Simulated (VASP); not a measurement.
Wanted: the native input for a VASP 6.6.1 run.

- Task: single point
- Functional: PBEsol
- Potentials or basis: VASP PAW PBE potentials, release 64 (Zn, Au)
- Cutoff: 520 eV
- k mesh: 16 × 16 × 16
- Occupations: gaussian, width 0.15 eV
- Spin: no spin polarisation
- Dipole correction: no
- Further INCAR settings: ALGO = Normal; EDIFF = 1e-06; NBANDS = 18

The structure of ZnAu lies in POSCAR:

```
ZnAu
1.0
    3.1470000000      0.0000000000      0.0000000000
    0.0000000000      3.1470000000      0.0000000000
    0.0000000000      0.0000000000      3.1470000000
Zn Au
1 1
Direct
    0.5794407372      0.5000000000      0.5000000000
    0.0000000000      0.0000000000      0.0000000000
```

This cell differs from its parent crystal: all Zn atoms moved -0.250 Å, as atom 1 towards its neighbour atom 1 (Zn) at 3.147 Å.

These files were run (other wordings do the same):

INCAR

```
SYSTEM = ZnAu
PREC = Accurate
ENCUT = 520
EDIFF = 1E-6
ISMEAR = 0
SIGMA = 0.15
LREAL = .False.
LASPH = .True.
NELM = 100
ALGO = Normal
ISIF = 2
LWAVE = .False.
LCHARG = .False.
GGA = PS
NBANDS = 18
```

KPOINTS

```
regular mesh
0
Gamma
  16 16 16
  0 0 0
```

Potentials or basis: VASP PAW PBE potentials, release 64 (Zn, Au).

Launch:

```bash
$ cat potpaw_PBE.64/Zn/POTCAR potpaw_PBE.64/Au/POTCAR > POTCAR
$ mpirun -np 1 vasp_std > vasp.out
```

It gave:

| Item | Value |
| --- | --- |
| Pressure | 0.9 GPa |
| Largest force | 0.855 eV/Å |
| Band gap on the k mesh | zero (an odd number of electrons rules out a gap without spin polarisation) |

Caveat: the cell differs from its parent crystal (all Zn atoms moved -0.250 Å, as atom 1 towards its neighbour atom 1 (Zn) at 3.147 Å); the PAW data sets were made with another functional, which shifts forces and pressure a little; spin-orbit coupling is left out, which moves the levels of the heavy elements.

It took 41 s on 1 thread of Intel(R) Xeon(R) 6975P-C (Granite Rapids), on a shared host, peak memory 0.33 GiB.
